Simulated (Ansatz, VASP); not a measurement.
# One calculation of ScTaN, two programs

File POSCAR:

```
ScTaN
1.0
    3.0850655424      0.0000000000      0.0000000000
   -1.5425327712      2.6717451321      0.0000000000
    0.0000000000      0.0000000000     10.3401360000
Ta Sc N
2 2 2
Direct
    0.3333333333      0.6666666667      0.2456310000
    0.6666666667      0.3333333333      0.7543690000
    0.0000000000      0.0000000000      0.0000000000
    0.0000000000      0.0000000000      0.5000000000
    0.3333333333      0.6666666667      0.6298410000
    0.6666666667      0.3333333333      0.3701590000
```

File INCAR.step1:

```
PREC = Accurate ; ENCUT = 520
ISMEAR = -1 ; SIGMA = 0.05
LREAL = False ; LASPH = True
NELM = 150 ; LMAXMIX = 4
LDAU = True ; LDAUTYPE = 2
LDAUL = 2 2 -1 ; LDAUU = 8 8 0
LDAUJ = 0 0 0 ; NBANDS = 36
GGA = PE ; ALGO = Normal
EDIFF = 1E-4 ; LWAVE = True
LCHARG = False
```

Contents of INCAR.step2:

```
PREC = Accurate ; ENCUT = 520
EDIFF = 1E-6 ; ISMEAR = -1
SIGMA = 0.05 ; LREAL = False
LASPH = True ; NELM = 150
ALGO = Normal ; ISIF = 2
LWAVE = False ; LCHARG = False
LMAXMIX = 4 ; LDAU = True
LDAUTYPE = 2 ; LDAUL = 2 2 -1
LDAUU = 8 8 0 ; LDAUJ = 0 0 0
LDAUPRINT = 1 ; METAGGA = R2SCAN
LMIXTAU = True ; NBANDS = 36
ISTART = 1
```

KPOINTS

```
Automatic mesh
0
Gamma
  10 10 3
```

File input.yaml:

```yaml
crystal:
  lattice:
    - [3.0850655424, 0.0, 0.0]
    - [-1.5425327712, 2.6717451321, 0.0]
    - [0.0, 0.0, 10.340136]
  atoms:
    - { symbol: Ta, position: [0.3333333333, 0.6666666667, 0.245631] }
    - { symbol: Ta, position: [0.6666666667, 0.3333333333, 0.754369] }
    - { symbol: Sc, position: [0.0, 0.0, 0.0] }
    - { symbol: Sc, position: [0.0, 0.0, 0.5] }
    - { symbol: "N", position: [0.3333333333, 0.6666666667, 0.629841] }
    - { symbol: "N", position: [0.6666666667, 0.3333333333, 0.370159] }
hamiltonian:
  xc: r2scan
  pseudopotentials: { kind: paw }
  hubbard:
    sites:
      - { species: Sc, l: d, u_eff: 8.0 }
      - { species: Ta, l: d, u_eff: 8.0 }
kpoints:
  mp_grid: { grid: [10, 10, 3] }
  band_path:
    path:
      - [[0.0, 0.0, 0.0], [0.5, 0.0, 0.0], [0.3333333333, 0.3333333333, 0.0], [0.0, 0.0, 0.0], [0.0, 0.0, 0.5], [0.5, 0.0, 0.5], [0.3333333333, 0.3333333333, 0.5], [0.0, 0.0, 0.5]]
      - [[0.5, 0.0, 0.5], [0.5, 0.0, 0.0]]
      - [[0.3333333333, 0.3333333333, 0.0], [0.3333333333, 0.3333333333, 0.5]]
    npoints: 14
scf:
  occupations: { method: fermi_dirac, width: 0.05 }
  n_extra_bands: 15
output:
  forces: true
  stress: true
  eigenvalues: true
  fatbands: false
```

Alike in both runs: functional r2SCAN; k mesh 10 × 10 × 3; occupations fermi-dirac, width 0.05 eV; no spin polarisation; Hubbard terms Sc d U = 8.0 eV, Ta d U = 8.0 eV.

|  | VASP | Ansatz |
| --- | --- | --- |
| version | VASP 6.6.1 | Ansatz 0.2.0 |
| potentials or method | VASP PAW PBE potentials, release 64 (Ta_pv, Sc_sv, N) | Ansatz PAW |
| plane-wave cutoff (eV) | 520 | 500 |
| valence electrons in the cell | 54 | 58 |
| task | single point | band structure |

VASP gave:

* gap on the k mesh at the Fermi level (eV): none
* pressure (GPa): 24.8
* traceless stress, the component that is largest in VASP (GPa): -1.01
* rms of the force components (eV/Å): 0.380

Task: Which values does Ansatz return?

Result: gap on the k mesh at the Fermi level (eV): none; pressure (GPa): 18.5; traceless stress, the component that is largest in VASP (GPa): -6.35; rms of the force components (eV/Å): 0.278.

VASP's potentials were made for PBE, not for r2SCAN. The programs project onto different local orbitals, so the same U acts differently, and such runs can settle in different states. Atom by atom the forces differ by 0.179 eV/Å (rms over components). A gap of «none» marks a metal or a gap that the smearing closes. VASP's potentials hold 54 valence electrons a cell and Ansatz's 58, so a difference there can come from the potentials and not from the codes.

Spin-orbit coupling is off throughout.
